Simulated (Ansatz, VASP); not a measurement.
# AlCo in VASP and in Ansatz

```
Al Co
1.0
     2.76364    0.00000    0.00000
     0.00000    2.76364    0.00000
     0.00000    0.00000    2.76364
Al Co
1 1
Direct
  0.00000 0.00000 0.00000
  0.50000 0.50000 0.50000
```

Alike in both runs: task single point; functional PBE; k mesh 14 × 14 × 14; occupations gaussian, width 0.1 eV; no spin polarisation.

```csv
,VASP,Ansatz
version,VASP 6.6.1,Ansatz 0.2.0
potentials or method,"VASP PAW PBE potentials, release 64 (Al, Co), cutoff 520 eV","scalar-relativistic, plane waves, PAW"
valence electrons in the cell,12,20
```

VASP gave:

```
gap on the k mesh at the Fermi level (eV) : none
pressure (GPa)                            : 20.6
```

Question: Which values does Ansatz return?

Answer: gap on the k mesh at the Fermi level (eV): none; pressure (GPa): 20.7.

A gap of «none» marks a metal or a gap that the smearing closes. VASP's potentials hold 12 valence electrons a cell and Ansatz's 20, so a difference there can come from the potentials and not from the codes.
